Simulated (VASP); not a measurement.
# BIr3Pd (Pm-3m) in VASP: further runs

Runs on BIr3Pd. Level: PBE. Tasks: single point, relaxation of cell and atoms.

Everything below comes from runs of VASP 6.6.1. Logs are shortened: lines on timing, memory, paths and dates and some standing lists are left out, and cuts for length are marked.

### 1 The cell of the first run

The structure is cubic, space group Pm-3m (No. 221). Conventional cell: a = 4.104 Å, b = 4.104 Å, c = 4.104 Å, α = 90.00°, β = 90.00°, γ = 90.00°. B (site symmetry m-3m) has 6 Ir at 2.05 Å within 2.7 Å. Within 3.8 Å of Pd (site symmetry m-3m) lie 12 Ir at 2.90 Å and 8 B at 3.55 Å. Ir (site symmetry 4/mmm) has 2 B at 2.05 Å within 2.7 Å.

### 2 Single point, PBE

The input, INCAR:

```
SYSTEM = BIr3Pd
ALGO     = Normal         ! electronic algorithm
EDIFF    = 1E-7           ! SCF threshold, eV
ENCUT    = 520            ! plane-wave cutoff, eV
GGA      = PE             ! functional
ISIF     = 2              ! what is computed and relaxed
ISMEAR   = 0              ! smearing method
LASPH    = .True.         ! aspherical terms in the spheres
LCHARG   = .False.        ! write CHGCAR
LREAL    = .False.        ! projectors in reciprocal space
LWAVE    = .False.        ! write WAVECAR
NBANDS   = 28             ! bands
NELM     = 100            ! most SCF steps
PREC     = Accurate       ! precision mode
SIGMA    = 0.1            ! smearing width, eV
```

The input, KPOINTS:

```
k-points
0
Gamma
  10 10 10
  0 0 0
```

The input, POSCAR:

```
BIr3Pd
1.0
    4.1044051704      0.0000000000      0.0000000000
    0.0000000000      4.1044051704      0.0000000000
    0.0000000000      0.0000000000      4.1044051704
B Pd Ir
1 1 3
Direct
    0.5000000000      0.5000000000      0.5000000000
    0.0000000000      0.0000000000      0.0000000000
    0.0000000000      0.5000000000      0.5000000000
    0.5000000000      0.5000000000      0.0000000000
    0.5000000000      0.0000000000      0.5000000000
```

Potentials or basis: VASP PAW PBE potentials, release 64 (B, Pd, Ir).

Started as:

```bash
> cat potpaw_PBE.64/B/POTCAR potpaw_PBE.64/Pd/POTCAR potpaw_PBE.64/Ir/POTCAR > POTCAR
> mpirun -np 1 vasp_std > vasp.out
```

OUTCAR:

```text
SYSTEM = BIr3Pd
   EDIFF = 1E-7
   ENCUT = 520
   GGA = PE
   ISIF = 2
   ISMEAR = 0
   LASPH = .True.
   LREAL = .False.
   NELM = 100
   PREC = Accurate

 ion  position               nearest neighbor table
   1  0.500  0.500  0.500-   3 2.05   4 2.05   5 2.05   4 2.05   5 2.05   3 2.05
   2  0.000  0.000  0.000-   3 2.90   4 2.90   5 2.90   3 2.90   5 2.90   3 2.90   4 2.90   3 2.90
                             4 2.90   5 2.90   5 2.90   4 2.90
   3  0.000  0.500  0.500-   1 2.05   1 2.05   4 2.90   5 2.90   2 2.90   4 2.90   2 2.90   5 2.90
                             2 2.90   2 2.90   4 2.90   5 2.90   4 2.90   5 2.90
   4  0.500  0.500  0.000-   1 2.05   1 2.05   3 2.90   5 2.90   2 2.90   3 2.90   5 2.90   2 2.90
                             5 2.90   5 2.90   2 2.90   3 2.90   3 2.90   2 2.90
   5  0.500  0.000  0.500-   1 2.05   1 2.05   3 2.90   4 2.90   2 2.90   4 2.90   2 2.90   3 2.90
                             4 2.90   4 2.90   2 2.90   3 2.90   2 2.90   3 2.90

  LATTYP: Found a simple cubic cell.
 ALAT       =     4.1044051704

  Lattice vectors:

 A1 = (   4.1044051704,   0.0000000000,   0.0000000000)
 A2 = (   0.0000000000,   4.1044051704,   0.0000000000)
 A3 = (   0.0000000000,   0.0000000000,   4.1044051704)

Analysis of symmetry for initial positions (statically):
=====================================================================
 Subroutine PRICEL returns:
 Original cell was already a primitive cell.

 Routine SETGRP: Setting up the symmetry group for a
 simple cubic supercell.

 Subroutine GETGRP returns: Found 48 space group operations
 (whereof 48 operations were pure point group operations)
 out of a pool of 48 trial point group operations.

The static configuration has the point symmetry O_h .

Analysis of symmetry for dynamics (positions and initial velocities):
=====================================================================
 Subroutine PRICEL returns:
 Original cell was already a primitive cell.

 Routine SETGRP: Setting up the symmetry group for a
 simple cubic supercell.

 Subroutine GETGRP returns: Found 48 space group operations
 (whereof 48 operations were pure point group operations)
 out of a pool of 48 trial point group operations.

The dynamic configuration has the point symmetry O_h .

 Subroutine INISYM returns: Found 48 space group operations
 (whereof 48 operations are pure point group operations),
 and found     1 'primitive' translations

----------------------------------------------------------------------------------------

                                     Primitive cell

  volume of cell :      69.1434

  direct lattice vectors                    reciprocal lattice vectors
     4.104405170  0.000000000  0.000000000     0.243640664  0.000000000  0.000000000
     0.000000000  4.104405170  0.000000000     0.000000000  0.243640664  0.000000000
     0.000000000  0.000000000  4.104405170     0.000000000  0.000000000  0.243640664

  length of vectors
     4.104405170  4.104405170  4.104405170     0.243640664  0.243640664  0.243640664

  position of ions in fractional coordinates (direct lattice)
     0.500000000  0.500000000  0.500000000
     0.000000000  0.000000000  0.000000000
     0.000000000  0.500000000  0.500000000
     0.500000000  0.500000000  0.000000000
     0.500000000  0.000000000  0.500000000

  ion indices of the primitive-cell ions
   primitive index   ion index
                 1           1
                 2           2
                 3           3
                 4           4
                 5           5

----------------------------------------------------------------------------------------

 KPOINTS: k-points

Automatic generation of k-mesh.
 Grid dimensions read from file:
 generate k-points for:   10   10   10

 Generating k-lattice:

  Cartesian coordinates                     Fractional coordinates (reciprocal lattice)
     0.024364066  0.000000000  0.000000000     0.100000000  0.000000000  0.000000000
     0.000000000  0.024364066  0.000000000     0.000000000  0.100000000  0.000000000
     0.000000000  0.000000000  0.024364066     0.000000000  0.000000000  0.100000000

  Length of vectors
     0.024364066  0.024364066  0.024364066

  Shift w.r.t. Gamma in fractional coordinates (k-lattice)
     0.000000000  0.000000000  0.000000000

 Subroutine IBZKPT returns following result:
 ===========================================

 Found     56 irreducible k-points:

 Following reciprocal coordinates:
            Coordinates               Weight
  0.000000  0.000000  0.000000      1.000000
  0.100000  0.000000  0.000000      6.000000
  0.200000  0.000000  0.000000      6.000000
  0.300000  0.000000  0.000000      6.000000
  0.400000  0.000000  0.000000      6.000000
  0.500000  0.000000  0.000000      3.000000
[... 16 lines left out ...]
  0.200000  0.100000  0.100000     24.000000
  0.300000  0.100000  0.100000     24.000000
 [... further k-points ...]
   k-points           NKPTS =     56   k-points in BZ     NKDIM =     56   number of bands    NBANDS=     28
   number of dos      NEDOS =    301   number of ions     NIONS =      5
   total plane-waves  NPLWV =  32768
   dimension x,y,z NGX =    32 NGY =   32 NGZ =   32
   dimension x,y,z NGXF=    64 NGYF=   64 NGZF=   64
   ions per type =               1   1   3
   NGX,Y,Z   is equivalent  to a cutoff of  12.96, 12.96, 12.96 a.u.
   NGXF,Y,Z  is equivalent  to a cutoff of  25.92, 25.92, 25.92 a.u.
 SYSTEM =  BIr3Pd
   PREC   = accura    normal or accurate (medium, high low for compatibility)
   ISTART =      0    job   : 0-new  1-cont  2-samecut
   ICHARG =      2    charge: 1-file 2-atom 10-const
   ISPIN  =      1    spin polarized calculation?
   LNONCOLLINEAR =      F non collinear calculations
   LSORBIT =      F    spin-orbit coupling
   LASPH  =      T    aspherical Exc in radial PAW
   ENCUT  =  520.0 eV  38.22 Ry    6.18 a.u.   7.63  7.63  7.63*2*pi/ulx,y,z
   NELM   =    100;   NELMIN=  2; NELMDL= -5     # of ELM steps
   EDIFF  = 0.1E-06   stopping-criterion for ELM
   LREAL  =      F    real-space projection
   EDIFFG = 0.1E-05   stopping-criterion for IOM
   NSW    =      0    number of steps for IOM
   IBRION =     -1    ionic relax: 0-MD 1-quasi-New 2-CG
   NFREE  =      0    steps in history (QN), initial steepest desc. (CG)
   ISIF   =      2    stress and relaxation
   ISYM   =      2    0-nonsym 1-usesym 2-fastsym
   POTIM  = 0.5000    time-step for ionic-motion
   TEBEG  =    0.0;   TEEND  =   0.0 temperature during run
   PSTRESS=    0.0 pullay stress
   NELECT =      40.0000    total number of electrons
   NUPDOWN=      -1.0000    fix difference up-down
   EMIN   =  10.00;   EMAX   =-10.00  energy-range for DOS
   EFERMI =   0.00;   METHOD = LEGACY
   ISMEAR =     0;   SIGMA  =   0.10  broadening in eV -4-tet -1-fermi 0-gaus
   EFERMI_NEDOS =   21; number of points for ismear=-14 and -15
   IALGO  =     38    algorithm
   IMIX   =      4    mixing-type and parameters
     AMIX     =   0.40;   BMIX     =  1.00
     AMIX_MAG =   1.60;   BMIX_MAG =  1.00
  volume/ion in A,a.u.               =      13.83        93.32
  Fermi-wavevector in a.u.,A,eV,Ry     =   1.364095  2.577766 25.317109  1.860755
  Thomas-Fermi vector in A             =   2.490441
   LORBIT       =      0    0 simple, 1 ext, 2 COOP (PROOUT), +10 PAW based schemes
   GGA     = PE    functional components
   LHFCALC =     F    Hartree Fock is set to
   AEXX    =    0.0000 exact exchange contribution
   IVDW    =     0    specifies the selected vdW correction
   LEPSILON=     F    determine dielectric tensor
   LRPA    =     F    only Hartree local field effects (RPA)
 non-spin polarized calculation
 Gauss-broadening in eV      SIGMA  =   0.10
  energy-cutoff  :      520.00
  volume of cell :       69.14
 maximum number of plane-waves:      1876
 NGX is ok and might be reduce to    32
   NGX = 15   NGY = 15   NGZ = 15

 number of electron      40.0000000 magnetization

 Free energy of the ion-electron system (eV)
  ---------------------------------------------------
  ext. energy  EPLUGINS =         0.00000000
  ---------------------------------------------------
  free energy    TOTEN  =       -37.20884348 eV

  energy without entropy =      -37.16856358  energy(sigma->0) =      -37.18870353

 E-fermi :   8.5298     XC(G=0): -13.0884

 val. band max:        8.5272792657   @ k =   0.3000   0.3000   0.3000
 cond. band min:       8.5322921057   @ k =   0.4000   0.3000   0.3000
 fundamental gap:      0.0050128400
 Fermi energy:         8.5297722241

 k-point     1 :       0.0000    0.0000    0.0000
  band No.  band energies     occupation
      1      -3.8180      2.00000
      2       1.3522      2.00000
      3       2.8374      2.00000
      4       2.8374      2.00000
      5       2.8374      2.00000
      6       2.9863      2.00000
[... 20 lines left out ...]
     27      14.1064      0.00000
     28      15.5036      0.00000

 k-point     2 :       0.1000    0.0000    0.0000
  band No.  band energies     occupation
      1      -3.7246      2.00000
      2       1.4436      2.00000
      3       2.8811      2.00000
      4       2.8852      2.00000
      5       2.8852      2.00000
      6       3.0263      2.00000
[... 20 lines left out ...]
     27      14.3182      0.00000
     28      15.3493      0.00000

 k-point     3 :       0.2000    0.0000    0.0000
  band No.  band energies     occupation
      1      -3.4559      2.00000
      2       1.7010      2.00000
      3       3.0072      2.00000
      4       3.0264      2.00000
      5       3.0264      2.00000
      6       3.1028      2.00000
[... 616 lines left out ...]
      3       2.9490      2.00000
      4       2.9949      2.00000
      5       3.0083      2.00000
      6       3.3673      2.00000
[... 20 lines left out ...]
     27      14.9856      0.00000
     28      15.5790      0.00000

 k-point    24 :       0.3000    0.1000    0.1000
  band No.  band energies     occupation
      1      -2.8776      2.00000
      2       2.1227      2.00000
      3       2.7424      2.00000
      4       3.0797      2.00000
      5       3.0926      2.00000
      6       3.5693      2.00000
[... 20 lines left out ...]
     27      15.2391      0.00000
     28      15.8489      0.00000

 [... further k-points ...]

------------------------ aborting loop because EDIFF is reached ----------------------------------------

  FORCE on cell =-STRESS in cart. coord.  units (eV):
  Direction    XX          YY          ZZ          XY          YZ          ZX
  --------------------------------------------------------------------------------------
  -------------------------------------------------------------------------------------
  Total        0.3646981      0.3646981      0.3646981     -0.0000000     -0.0000000     -0.0000000
  in kB        8.4507139      8.4507139      8.4507139     -0.0000000     -0.0000000     -0.0000000
  external PRESSURE =       8.4507139 kB  Pullay stress =       0.0000000 kB

 VOLUME and BASIS-vectors are now :
 -----------------------------------------------------------------------------
  energy-cutoff  :      520.00
  volume of cell :       69.14
      direct lattice vectors                 reciprocal lattice vectors
     4.104405170  0.000000000  0.000000000     0.243640664  0.000000000  0.000000000
     0.000000000  4.104405170  0.000000000     0.000000000  0.243640664  0.000000000
     0.000000000  0.000000000  4.104405170     0.000000000  0.000000000  0.243640664

 POSITION                                       TOTAL-FORCE (eV/Angst)
 -----------------------------------------------------------------------------------
      2.05220      2.05220      2.05220         0.000000      0.000000      0.000000
      0.00000      0.00000      0.00000         0.000000      0.000000      0.000000
      0.00000      2.05220      2.05220         0.000000      0.000000      0.000000
      2.05220      2.05220      0.00000         0.000000      0.000000      0.000000
      2.05220      0.00000      2.05220         0.000000      0.000000      0.000000
 -----------------------------------------------------------------------------------
    total drift:                                0.000000     -0.000000     -0.000000

  FREE ENERGIE OF THE ION-ELECTRON SYSTEM (eV)
  ---------------------------------------------------
  free  energy   TOTEN  =       -37.2088434826 eV

  energy  without entropy=      -37.1685635817  energy(sigma->0) =      -37.18870353
```

It took 32 s on 1 thread of Intel Xeon 6975P-C (Granite Rapids), shared host; peak memory 0.24 GiB.

Results:

```
Free energy            : -37.2088 eV
Pressure               : 0.8 GPa
Band gap on the k mesh : zero (band 20 reaches 8.84 eV, above the bottom of band 21 at 8.21 eV)
```

Caveat: spin-orbit coupling is left out, which moves the levels of the heavy elements.

### 3 Relaxation of cell and atoms, PBE

This run uses another cell than the first one, of 12.76 Å³/atom, 0.923 times its volume.

The input, INCAR:

```
SYSTEM = BIr3Pd
  PREC = Accurate
  ENCUT = 540
  EDIFF = 1E-7
  ISMEAR = 0
  SIGMA = 0.1
  LREAL = .False.
  LASPH = .True.
  NELM = 120
  ALGO = Normal
  ISIF = 3
  LWAVE = .False.
  LCHARG = .False.
  GGA = PE
  IBRION = 2
  NSW = 90
  EDIFFG = -0.04
  GGA_COMPAT = .False.
  NELMIN = 4
```

The input, KPOINTS:

```
regular mesh
0
Gamma
  4 4 4
  0 0 0
```

Edit POSCAR of step 2 so:

```diff
@@ -2,5 +2,5 @@
 1.0
-    4.1044051704      0.0000000000      0.0000000000
-    0.0000000000      4.1044051704      0.0000000000
-    0.0000000000      0.0000000000      4.1044051704
+    3.9961189500      0.0000000000      0.0000000000
+    0.0000000000      3.9961189500      0.0000000000
+    0.0000000000      0.0000000000      3.9961189500
 B Pd Ir
```

Potentials or basis: VASP PAW PBE potentials, release 64 (B, Pd_sv_GW, Ir_sv_GW).

Started as:

```bash
> cat potpaw_PBE.64/B/POTCAR potpaw_PBE.64/Pd_sv_GW/POTCAR potpaw_PBE.64/Ir_sv_GW/POTCAR > POTCAR
> mpirun -np 1 vasp_std > vasp.out
```

Wall time 3 min (1 thread of Intel Xeon Platinum 8259CL at 2.50GHz (Skylake/Cascade Lake), shared host); peak memory 0.2 GiB.

Results (log left out):

- Free energy: -37.3030 eV
- Relaxed volume: 13.71 Å³/atom
- Relaxed cell: a = 4.092 Å, b = 4.092 Å, c = 4.092 Å, α = 90.00°, β = 90.00°, γ = 90.00°
- Space group after relaxing (to 0.05 Å): Pm-3m (No. 221)
- Energy gained by relaxing: 61.4 meV/atom
- Ionic steps: 4
- Pressure after relaxing: -0.2 GPa
- Band gap on the k mesh: zero (band 36 reaches 10.22 eV, above the bottom of band 37 at 9.73 eV)

Step by step:
| step | energy change (eV) | largest force (eV/Å) | pressure (GPa) | volume (Å³) |
| --- | --- | --- | --- | --- |
| 1 | 0.0000 | 0.0000 | 22.61 | 63.81 |
| 2 | 1.1875 | 0.0000 | -29.76 | 81.93 |
| 3 | -0.3055 | 0.0000 | -1.45 | 68.88 |
| 4 | -0.3072 | 0.0000 | -0.19 | 68.54 |

Final structure:
```
CELL_PARAMETERS angstrom
4.09249 0.00000 0.00000
0.00000 4.09249 0.00000
0.00000 0.00000 4.09249
ATOMIC_POSITIONS crystal
B 0.50000 0.50000 0.50000
Pd 0.00000 0.00000 0.00000
Ir 0.00000 0.50000 0.50000
Ir 0.50000 0.50000 0.00000
Ir 0.50000 0.00000 0.50000
```

Levels at points of the mesh, in eV from the Fermi level:
| k point | band 34 | band 35 | band 36 | band 37 | band 38 | band 39 |
| --- | --- | --- | --- | --- | --- | --- |
| (0.00, 0.00, 0.00) | 0.36 | 0.36 | 0.36 | 0.73 | 0.83 | 0.83 |
| (0.50, 0.00, 0.00) | -1.42 | -0.90 | -0.70 | 0.34 | 0.83 | 2.64 |
| (0.50, 0.50, 0.00) | -1.59 | -1.32 | -0.77 | 0.78 | 1.61 | 1.61 |
| (0.50, 0.50, 0.50) | -0.10 | -0.10 | 0.22 | 0.22 | 0.54 | 0.54 |

Caveat: the k points lie up to 0.38 Å⁻¹ apart in the final cell; spin-orbit coupling is left out, which moves the levels of the heavy elements.

[end of part 1 of 2]
